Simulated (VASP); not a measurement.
Wanted: the native input for a VASP 6.6.1 run.

```yaml
Task: single point
Functional: r2SCAN
Potentials_or_basis: VASP PAW PBE potentials, release 64 (Na_pv, I)
Cutoff: 520 eV
k_mesh: 6 × 6 × 6
Occupations: gaussian, width 0.01 eV
Spin: no spin polarisation
Dipole_correction: no
Further_INCAR_settings: ALGO = Normal; EDIFF = 1e-07; NBANDS = 14
```

NaI:

```xyz
2
Lattice="0.0000 3.5783 3.5783 3.5783 0.0000 3.5783 3.5783 3.5783 0.0000" Properties=species:S:1:pos:R:3 pbc="T T T"
Na    0.0000    0.0000    0.0000
I     1.7891    1.7891    1.7891
```

This cell differs from its parent crystal: volume changed by +3%.

The input as run:

POSCAR

```
NaI
1.0
    0.0000000000      3.5782750668      3.5782750668
    3.5782750668      0.0000000000      3.5782750668
    3.5782750668      3.5782750668      0.0000000000
Na I
1 1
Direct
    0.0000000000      0.0000000000      0.0000000000
    0.2500000000      0.2500000000      0.2500000000
```

INCAR.step1

```
SYSTEM = NaI
PREC     = Accurate       ! precision mode
ENCUT    = 520            ! plane-wave cutoff, eV
ISMEAR   = 0              ! smearing method
SIGMA    = 0.01           ! smearing width, eV
LREAL    = .False.        ! projectors in reciprocal space
LASPH    = .True.         ! aspherical terms in the spheres
NELM     = 60             ! most SCF steps
NBANDS   = 14             ! bands
GGA      = PE             ! functional
ALGO     = Normal         ! electronic algorithm
EDIFF    = 1E-4           ! SCF threshold, eV
LWAVE    = .True.         ! write WAVECAR
LCHARG   = .False.        ! write CHGCAR
```

INCAR.step2

```
SYSTEM = NaI
PREC     = Accurate       ! precision mode
ENCUT    = 520            ! plane-wave cutoff, eV
EDIFF    = 1E-7           ! SCF threshold, eV
ISMEAR   = 0              ! smearing method
SIGMA    = 0.01           ! smearing width, eV
LREAL    = .False.        ! projectors in reciprocal space
LASPH    = .True.         ! aspherical terms in the spheres
NELM     = 60             ! most SCF steps
ALGO     = Normal         ! electronic algorithm
ISIF     = 2              ! what is computed and relaxed
LWAVE    = .False.        ! write WAVECAR
LCHARG   = .True.         ! write CHGCAR
METAGGA  = R2SCAN         ! meta-GGA
LMIXTAU  = .True.       
LELF     = .True.         ! ELF
LVHAR    = .True.       
NBANDS   = 14             ! bands
ISTART   = 1
```

KPOINTS

```
regular mesh
0
Gamma
  6 6 6
  0 0 0
```

Potentials or basis: VASP PAW PBE potentials, release 64 (Na_pv, I).

Run with:

```sh
$ cat potpaw_PBE.64/Na_pv/POTCAR potpaw_PBE.64/I/POTCAR > POTCAR
$ cp INCAR.step1 INCAR
$ mpirun -np 1 vasp_std > vasp.out
$ cp INCAR.step2 INCAR
$ mpirun -np 1 vasp_std > vasp.out
```

It gave:

The pressure is -0.4 GPa. The band gap on the k mesh is 4.37 eV, direct.

Caveat: the PAW data sets were made with another functional, which shifts forces and pressure a little; spin-orbit coupling is left out, which moves the levels of the heavy elements.

Run time: 97 s on 1 thread of AMD EPYC 7R13 Processor (Zen 3), with other jobs on the host, peak memory 0.23 GiB.
